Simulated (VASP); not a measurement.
# AlN (F-43m) in VASP: further runs

AlN is run at these levels: PBE, r2SCAN; tasks: single point.

Program: VASP 6.6.1. These are calculated values, not measurements. Logs are shortened: lines on timing, memory, paths and dates and some standing lists are left out, and cuts for length are marked.

### 1 The cell of the first run

The structure is cubic, space group F-43m (No. 216). Conventional cell: a = 4.370 Å, b = 4.370 Å, c = 4.370 Å, α = 90.00°, β = 90.00°, γ = 90.00°. Al (site symmetry -43m) has 4 N at 1.89 Å within 2.5 Å. N (site symmetry -43m) has 4 Al at 1.89 Å within 2.5 Å.

### 2 Single point, PBE

INCAR

```
PREC = Accurate ; ENCUT = 520
EDIFF = 1E-7 ; ISMEAR = 0
SIGMA = 0.01 ; LREAL = False
LASPH = True ; NELM = 60
ALGO = Normal ; ISIF = 2
LWAVE = False ; LCHARG = False
GGA = PE ; NBANDS = 11
```

KPOINTS

```
Automatic mesh
0
Gamma
  6 6 6
```

POSCAR

```
AlN
1.0
    0.0000000000      2.1848764125      2.1848764125
    2.1848764125      0.0000000000      2.1848764125
    2.1848764125      2.1848764125      0.0000000000
Al N
1 1
Direct
    0.0000000000      0.0000000000      0.0000000000
    0.2500000000      0.2500000000      0.2500000000
```

Potentials or basis: VASP PAW PBE potentials, release 64 (Al, N).

Launch:

```console
$ cat potpaw_PBE.64/Al/POTCAR potpaw_PBE.64/N/POTCAR > POTCAR
$ mpirun -np 1 vasp_std > vasp.out
```

OUTCAR:

```text
PREC = Accurate
   ENCUT = 520
   EDIFF = 1E-7
   ISMEAR = 0
   LREAL = False
   LASPH = True
   NELM = 60
   ISIF = 2
   GGA = PE

 ion  position               nearest neighbor table
   1  0.000  0.000  0.000-   2 1.89   2 1.89   2 1.89   2 1.89
   2  0.250  0.250  0.250-   1 1.89   1 1.89   1 1.89   1 1.89

  LATTYP: Found a face centered cubic cell.
 ALAT       =     4.3697528250

  Lattice vectors:

 A1 = (   0.0000000000,   2.1848764125,   2.1848764125)
 A2 = (   2.1848764125,   0.0000000000,   2.1848764125)
 A3 = (   2.1848764125,   2.1848764125,   0.0000000000)

Analysis of symmetry for initial positions (statically):
=====================================================================
 Subroutine PRICEL returns:
 Original cell was already a primitive cell.

 Routine SETGRP: Setting up the symmetry group for a
 face centered cubic supercell.

 Subroutine GETGRP returns: Found 24 space group operations
 (whereof 24 operations were pure point group operations)
 out of a pool of 48 trial point group operations.

The static configuration has the point symmetry T_d .

Analysis of symmetry for dynamics (positions and initial velocities):
=====================================================================
 Subroutine PRICEL returns:
 Original cell was already a primitive cell.

 Routine SETGRP: Setting up the symmetry group for a
 face centered cubic supercell.

 Subroutine GETGRP returns: Found 24 space group operations
 (whereof 24 operations were pure point group operations)
 out of a pool of 48 trial point group operations.

The dynamic configuration has the point symmetry T_d .

 Subroutine INISYM returns: Found 24 space group operations
 (whereof 24 operations are pure point group operations),
 and found     1 'primitive' translations

----------------------------------------------------------------------------------------

                                     Primitive cell

  volume of cell :      20.8598

  direct lattice vectors                    reciprocal lattice vectors
     0.000000000  2.184876412  2.184876412    -0.228845896  0.228845896  0.228845896
     2.184876412  0.000000000  2.184876412     0.228845896 -0.228845896  0.228845896
     2.184876412  2.184876412  0.000000000     0.228845896  0.228845896 -0.228845896

  length of vectors
     3.089881855  3.089881855  3.089881855     0.396372719  0.396372719  0.396372719

  position of ions in fractional coordinates (direct lattice)
     0.000000000  0.000000000  0.000000000
     0.250000000  0.250000000  0.250000000

  ion indices of the primitive-cell ions
   primitive index   ion index
                 1           1
                 2           2

----------------------------------------------------------------------------------------

 KPOINTS: Automatic mesh

Automatic generation of k-mesh.
 Grid dimensions read from file:
 generate k-points for:    6    6    6

 Generating k-lattice:

  Cartesian coordinates                     Fractional coordinates (reciprocal lattice)
    -0.038140983  0.038140983  0.038140983     0.166666667  0.000000000  0.000000000
     0.038140983 -0.038140983  0.038140983     0.000000000  0.166666667  0.000000000
     0.038140983  0.038140983 -0.038140983     0.000000000  0.000000000  0.166666667

  Length of vectors
     0.066062120  0.066062120  0.066062120

  Shift w.r.t. Gamma in fractional coordinates (k-lattice)
     0.000000000  0.000000000  0.000000000

 Subroutine IBZKPT returns following result:
 ===========================================

 Found     16 irreducible k-points:

 Following reciprocal coordinates:
            Coordinates               Weight
  0.000000  0.000000  0.000000      1.000000
  0.166667  0.000000  0.000000      8.000000
  0.333333  0.000000  0.000000      8.000000
  0.500000  0.000000  0.000000      4.000000
  0.166667  0.166667  0.000000      6.000000
  0.333333  0.166667  0.000000     24.000000
[... 8 lines left out ...]
 -0.333333  0.333333  0.166667     24.000000
 -0.333333  0.500000  0.166667     12.000000
   k-points           NKPTS =     16   k-points in BZ     NKDIM =     16   number of bands    NBANDS=     11
   number of dos      NEDOS =    301   number of ions     NIONS =      2
   total plane-waves  NPLWV =  13824
   dimension x,y,z NGX =    24 NGY =   24 NGZ =   24
   dimension x,y,z NGXF=    48 NGYF=   48 NGZF=   48
   ions per type =               1   1
   NGX,Y,Z   is equivalent  to a cutoff of  12.91, 12.91, 12.91 a.u.
   NGXF,Y,Z  is equivalent  to a cutoff of  25.83, 25.83, 25.83 a.u.
 SYSTEM =  unknown system
   PREC   = accura    normal or accurate (medium, high low for compatibility)
   ISTART =      0    job   : 0-new  1-cont  2-samecut
   ICHARG =      2    charge: 1-file 2-atom 10-const
   ISPIN  =      1    spin polarized calculation?
   LNONCOLLINEAR =      F non collinear calculations
   LSORBIT =      F    spin-orbit coupling
   LASPH  =      T    aspherical Exc in radial PAW
   ENCUT  =  520.0 eV  38.22 Ry    6.18 a.u.   5.75  5.75  5.75*2*pi/ulx,y,z
   NELM   =     60;   NELMIN=  2; NELMDL= -5     # of ELM steps
   EDIFF  = 0.1E-06   stopping-criterion for ELM
   LREAL  =      F    real-space projection
   EDIFFG = 0.1E-05   stopping-criterion for IOM
   NSW    =      0    number of steps for IOM
   IBRION =     -1    ionic relax: 0-MD 1-quasi-New 2-CG
   NFREE  =      0    steps in history (QN), initial steepest desc. (CG)
   ISIF   =      2    stress and relaxation
   ISYM   =      2    0-nonsym 1-usesym 2-fastsym
   POTIM  = 0.5000    time-step for ionic-motion
   TEBEG  =    0.0;   TEEND  =   0.0 temperature during run
   PSTRESS=    0.0 pullay stress
   NELECT =       8.0000    total number of electrons
   NUPDOWN=      -1.0000    fix difference up-down
   EMIN   =  10.00;   EMAX   =-10.00  energy-range for DOS
   EFERMI =   0.00;   METHOD = LEGACY
   ISMEAR =     0;   SIGMA  =   0.01  broadening in eV -4-tet -1-fermi 0-gaus
   EFERMI_NEDOS =   21; number of points for ismear=-14 and -15
   IALGO  =     38    algorithm
   IMIX   =      4    mixing-type and parameters
     AMIX     =   0.40;   BMIX     =  1.00
     AMIX_MAG =   1.60;   BMIX_MAG =  1.00
  volume/ion in A,a.u.               =      10.43        70.38
  Fermi-wavevector in a.u.,A,eV,Ry     =   1.189418  2.247675 19.248378  1.414716
  Thomas-Fermi vector in A             =   2.325526
   LORBIT       =      0    0 simple, 1 ext, 2 COOP (PROOUT), +10 PAW based schemes
   GGA     = PE    functional components
   LHFCALC =     F    Hartree Fock is set to
   AEXX    =    0.0000 exact exchange contribution
   IVDW    =     0    specifies the selected vdW correction
   LEPSILON=     F    determine dielectric tensor
   LRPA    =     F    only Hartree local field effects (RPA)
 non-spin polarized calculation
 Gauss-broadening in eV      SIGMA  =   0.01
  energy-cutoff  :      520.00
  volume of cell :       20.86
 maximum number of plane-waves:       588
   NGX = 11   NGY = 11   NGZ = 11

 number of electron       8.0000000 magnetization

 Free energy of the ion-electron system (eV)
  ---------------------------------------------------
  ext. energy  EPLUGINS =         0.00000000
  ---------------------------------------------------
  free energy    TOTEN  =       -14.83935720 eV

  energy without entropy =      -14.83935720  energy(sigma->0) =      -14.83935720

 E-fermi :   6.0028     XC(G=0): -10.9278

 val. band max:        5.9606554105   @ k =   0.0000   0.0000   0.0000
 cond. band min:       9.2761899460   @ k =   0.5000   0.5000   0.0000
 fundamental gap:      3.3155345356
 Fermi energy:         6.0028455157

 k-point     1 :       0.0000    0.0000    0.0000
  band No.  band energies     occupation
      1      -9.0135      2.00000
      2       5.9607      2.00000
      3       5.9607      2.00000
      4       5.9607      2.00000
      5      10.1452      0.00000
      6      18.5073      0.00000
      7      18.5073      0.00000
      8      18.5073      0.00000
      9      23.6379      0.00000
     10      23.6379      0.00000
     11      25.0376      0.00000

 k-point     2 :       0.1667    0.0000    0.0000
  band No.  band energies     occupation
      1      -8.6165      2.00000
      2       4.1086      2.00000
      3       5.8285      2.00000
      4       5.8285      2.00000
      5      11.5668      0.00000
      6      17.5962      0.00000
      7      18.6741      0.00000
      8      18.6741      0.00000
      9      21.8367      0.00000
     10      21.8367      0.00000
     11      23.6098      0.00000

 k-point     3 :       0.3333    0.0000    0.0000
  band No.  band energies     occupation
      1      -7.6320      2.00000
      2       1.4151      2.00000
      3       5.5897      2.00000
      4       5.5897      2.00000
      5      12.9586      0.00000
      6      16.3510      0.00000
      7      17.6826      0.00000
      8      17.6826      0.00000
      9      23.2858      0.00000
     10      23.4731      0.00000
     11      23.4731      0.00000

 k-point     4 :       0.5000    0.0000    0.0000
  band No.  band energies     occupation
      1      -6.9686      2.00000
      2       0.1110      2.00000
      3       5.4811      2.00000
      4       5.4811      2.00000
      5      13.3280      0.00000
      6      15.8165      0.00000
      7      17.0979      0.00000
      8      17.0979      0.00000
      9      23.9309      0.00000
     10      26.0423      0.00000
     11      26.0423      0.00000
[... 127 lines left out ...]
 k-point    14 :       0.5000    0.3333    0.1667
  band No.  band energies     occupation
      1      -6.9321      2.00000
      2       1.6494      2.00000
      3       3.6459      2.00000
      4       4.7437      2.00000
      5      12.3871      0.00000
      6      16.4101      0.00000
      7      16.8342      0.00000
      8      19.4416      0.00000
      9      21.6955      0.00000
     10      25.9010      0.00000
     11      29.0457      0.00000

 k-point    15 :      -0.3333    0.3333    0.1667
  band No.  band energies     occupation
      1      -6.4715      2.00000
      2       1.3398      2.00000
      3       3.0303      2.00000
      4       4.3150      2.00000
      5      12.4477      0.00000
      6      16.0283      0.00000
      7      18.0030      0.00000
      8      19.0483      0.00000
      9      22.7787      0.00000
     10      24.5449      0.00000
     11      29.9669      0.00000

 k-point    16 :      -0.3333    0.5000    0.1667
  band No.  band energies     occupation
      1      -6.2925      2.00000
      2       1.6506      2.00000
      3       3.1839      2.00000
      4       3.4617      2.00000
      5      11.2054      0.00000
      6      16.2658      0.00000
      7      18.9327      0.00000
      8      18.9691      0.00000
      9      22.5181      0.00000
     10      26.1621      0.00000
     11      30.5118      0.00000

------------------------ aborting loop because EDIFF is reached ----------------------------------------

  FORCE on cell =-STRESS in cart. coord.  units (eV):
  Direction    XX          YY          ZZ          XY          YZ          ZX
  --------------------------------------------------------------------------------------
  -------------------------------------------------------------------------------------
  Total        0.5649363      0.5649363      0.5649363      0.0000000      0.0000000      0.0000000
  in kB       43.3909775     43.3909775     43.3909775      0.0000000      0.0000000      0.0000000
  external PRESSURE =      43.3909775 kB  Pullay stress =       0.0000000 kB

 VOLUME and BASIS-vectors are now :
 -----------------------------------------------------------------------------
  energy-cutoff  :      520.00
  volume of cell :       20.86
      direct lattice vectors                 reciprocal lattice vectors
     0.000000000  2.184876412  2.184876412    -0.228845896  0.228845896  0.228845896
     2.184876412  0.000000000  2.184876412     0.228845896 -0.228845896  0.228845896
     2.184876412  2.184876412  0.000000000     0.228845896  0.228845896 -0.228845896

 POSITION                                       TOTAL-FORCE (eV/Angst)
 -----------------------------------------------------------------------------------
      0.00000      0.00000      0.00000        -0.000000      0.000000      0.000000
      1.09244      1.09244      1.09244         0.000000     -0.000000     -0.000000
 -----------------------------------------------------------------------------------
    total drift:                                0.000000      0.000000      0.000000

  FREE ENERGIE OF THE ION-ELECTRON SYSTEM (eV)
  ---------------------------------------------------
  free  energy   TOTEN  =       -14.8393572001 eV

  energy  without entropy=      -14.8393572001  energy(sigma->0) =      -14.83935720
```

Run time: 3.4 s. Hardware: 1 thread of AMD EPYC 7R13 (Zen 3), shared host; peak memory 0.1 GiB.

Results:

| Quantity | Value |
| --- | --- |
| Free energy | -14.8394 eV |
| Pressure | 4.3 GPa |
| Band gap on the k mesh | 3.32 eV, indirect (least direct gap 4.18 eV) |

A k mesh can miss the band edges. PBE gaps usually lie below the measured ones, often by a third to a half.

### 3 Single point, r2SCAN

POSCAR is that of step 2.

INCAR.step1

```
SYSTEM = AlN
PREC = Accurate ; ENCUT = 520
ISMEAR = 0 ; SIGMA = 0.01
LREAL = .FALSE. ; LASPH = .TRUE.
NELM = 100 ; NBANDS = 11
GGA = PE ; ALGO = Normal
EDIFF = 1E-4 ; LWAVE = .TRUE.
LCHARG = .FALSE.
```

INCAR.step2

```
SYSTEM = AlN
PREC = Accurate ; ENCUT = 520
EDIFF = 1E-6 ; ISMEAR = 0
SIGMA = 0.01 ; LREAL = .FALSE.
LASPH = .TRUE. ; NELM = 100
ALGO = Normal ; ISIF = 2
LWAVE = .FALSE. ; LCHARG = .TRUE.
METAGGA = R2SCAN ; LMIXTAU = .TRUE.
LELF = .TRUE. ; LVHAR = .TRUE.
NBANDS = 11 ; ISTART = 1
```

KPOINTS

```
regular mesh
0
G
  6 6 6
  0 0 0
```

Potentials or basis: VASP PAW PBE potentials, release 64 (Al, N).

Launch:

```console
$ cat potpaw_PBE.64/Al/POTCAR potpaw_PBE.64/N/POTCAR > POTCAR
$ cp INCAR.step1 INCAR
$ mpirun -np 1 vasp_std > vasp.out
$ cp INCAR.step2 INCAR
$ mpirun -np 1 vasp_std > vasp.out
```

OUTCAR:

```text
SYSTEM = AlN
   PREC = Accurate
   ENCUT = 520
   EDIFF = 1E-6
   ISMEAR = 0
   LREAL = .FALSE.
   LASPH = .TRUE.
   NELM = 100
   ISIF = 2
   METAGGA = R2SCAN
   ISTART = 1

 ion  position               nearest neighbor table
   1  0.000  0.000  0.000-   2 1.89   2 1.89   2 1.89   2 1.89
   2  0.250  0.250  0.250-   1 1.89   1 1.89   1 1.89   1 1.89

  LATTYP: Found a face centered cubic cell.
 ALAT       =     4.3697528250

  Lattice vectors:

 A1 = (   0.0000000000,   2.1848764125,   2.1848764125)
 A2 = (   2.1848764125,   0.0000000000,   2.1848764125)
 A3 = (   2.1848764125,   2.1848764125,   0.0000000000)

Analysis of symmetry for initial positions (statically):
=====================================================================
 Subroutine PRICEL returns:
 Original cell was already a primitive cell.

 Routine SETGRP: Setting up the symmetry group for a
 face centered cubic supercell.

 Subroutine GETGRP returns: Found 24 space group operations
 (whereof 24 operations were pure point group operations)
 out of a pool of 48 trial point group operations.

The static configuration has the point symmetry T_d .
[... 161 lines left out ...]
      1     -10.0514      2.00000
      2       5.6835      2.00000
      3       5.6835      2.00000
      4       5.6835      2.00000
      5      10.5639      0.00000
      6      19.1909      0.00000
      7      19.1909      0.00000
      8      19.1909      0.00000
      9      24.2063      0.00000
     10      24.2063      0.00000
     11      25.9161      0.00000
[... 197 lines left out ...]
 k-point    16 :      -0.3333    0.5000    0.1667
  band No.  band energies     occupation
      1      -7.3760      2.00000
      2       1.3394      2.00000
      3       2.8756      2.00000
      4       3.1944      2.00000
      5      11.5671      0.00000
      6      16.9030      0.00000
      7      19.6255      0.00000
      8      19.8483      0.00000
      9      23.4802      0.00000
     10      27.1080      0.00000
     11      31.5535      0.00000

------------------------ aborting loop because EDIFF is reached ----------------------------------------

  FORCE on cell =-STRESS in cart. coord.  units (eV):
  Direction    XX          YY          ZZ          XY          YZ          ZX
  --------------------------------------------------------------------------------------
  -------------------------------------------------------------------------------------
  Total       -0.0503723     -0.0503723     -0.0503723     -0.0000000     -0.0000000     -0.0000000
  in kB       -3.8689391     -3.8689391     -3.8689391     -0.0000000     -0.0000000     -0.0000000
  external PRESSURE =      -3.8689391 kB  Pullay stress =       0.0000000 kB

 VOLUME and BASIS-vectors are now :
 -----------------------------------------------------------------------------
  energy-cutoff  :      520.00
  volume of cell :       20.86
      direct lattice vectors                 reciprocal lattice vectors
     0.000000000  2.184876412  2.184876412    -0.228845896  0.228845896  0.228845896
     2.184876412  0.000000000  2.184876412     0.228845896 -0.228845896  0.228845896
     2.184876412  2.184876412  0.000000000     0.228845896  0.228845896 -0.228845896

 POSITION                                       TOTAL-FORCE (eV/Angst)
 -----------------------------------------------------------------------------------
      0.00000      0.00000      0.00000        -0.000000     -0.000000     -0.000000
      1.09244      1.09244      1.09244         0.000000      0.000000      0.000000
 -----------------------------------------------------------------------------------
    total drift:                               -0.000000     -0.000000     -0.000000

  FREE ENERGIE OF THE ION-ELECTRON SYSTEM (eV)
  ---------------------------------------------------
  free  energy   TOTEN  =       -19.1783053591 eV

  energy  without entropy=      -19.1783053591  energy(sigma->0) =      -19.17830536
```

OSZICAR.step1:

```text
N       E                     dE             d eps       ncg     rms          rms(c)
DAV:   1     0.885259315281E+01    0.88526E+01   -0.40978E+03   360   0.614E+02
DAV:   2    -0.163804754600E+02   -0.25233E+02   -0.24174E+02   417   0.135E+02
DAV:   3    -0.172146611182E+02   -0.83419E+00   -0.83335E+00   430   0.224E+01
DAV:   4    -0.172191011202E+02   -0.44400E-02   -0.44398E-02   400   0.178E+00
DAV:   5    -0.172191550643E+02   -0.53944E-04   -0.53944E-04   438   0.189E-01    0.862E+00
DAV:   6    -0.148493113607E+02    0.23698E+01   -0.11831E+01   414   0.173E+01    0.283E+00
DAV:   7    -0.148458138301E+02    0.34975E-02   -0.17278E-01   391   0.324E+00    0.206E+00
DAV:   8    -0.148407468888E+02    0.50669E-02   -0.28505E-02   379   0.159E+00    0.585E-01
DAV:   9    -0.148392994996E+02    0.14474E-02   -0.41326E-03   415   0.382E-01    0.234E-01
DAV:  10    -0.148393446684E+02   -0.45169E-04   -0.41926E-04   367   0.132E-01
   1 F= -.14839345E+02 E0= -.14839345E+02  d E =-.252054E-11
```

It took 15 s on 1 thread of AMD EPYC 7R13 (Zen 3), shared host; peak memory 0.11 GiB.

Results:

```yaml
Free_energy: -19.1783 eV
Pressure: -0.4 GPa
Band_gap_on_the_k_mesh: 3.93 eV, indirect (least direct gap 4.88 eV)
```

Caveat: the PAW data sets were made with another functional, which shifts forces and pressure a little. A k mesh can miss the band edges.
